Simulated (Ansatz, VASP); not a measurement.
CoO, level by level in two programs

```
CELL_PARAMETERS angstrom
-1.48762 1.48762 2.07877
1.48762 -1.48762 2.07877
1.48762 1.48762 -2.07877
ATOMIC_POSITIONS crystal
Co 0.00000 0.00000 0.00000
O 0.50000 0.50000 0.00000
```

Single points on this cell with VASP 6.6.1 and Ansatz 0.2.0. Each row is one pair of runs. Alike in all rows: spin: collinear, typed start; k mesh: 12 × 12 × 12; smearing: fermi-dirac, width 0.05 eV; Ansatz's potentials, cutoff: Ansatz PAW, 420 eV.

```tsv
level	VASP's potentials, cutoff	gap on the k mesh at the Fermi level (eV), VASP	gap on the k mesh at the Fermi level (eV), Ansatz	pressure (GPa), VASP	pressure (GPa), Ansatz	net moment per atom (μB), VASP	net moment per atom (μB), Ansatz
LDA	VASP PAW LDA potentials, release 64 (Co, O), 520 eV	none	none	-15.4	-13.2	1.22	1.32
PBE	VASP PAW PBE potentials, release 64 (Co, O), 520 eV	none	none	6.2	7.1	1.36	1.39
PBEsol	VASP PAW PBE potentials, release 64 (Co, O), 520 eV	none	none	-3.4	-2.5	1.40	1.42
```

Pressure (GPa): the two programs differ by at most 2.2; net moment per atom (μB): the two programs differ by at most 0.097.

VASP's potentials hold 15 valence electrons a cell and Ansatz's 23, so a difference there can come from the potentials and not from the codes.

A gap of «none» marks a metal or a gap that the smearing closes.

In some rows the two programs ended in different magnetic states.

Noted on Ansatz's runs: Pulay correction over one GPa.
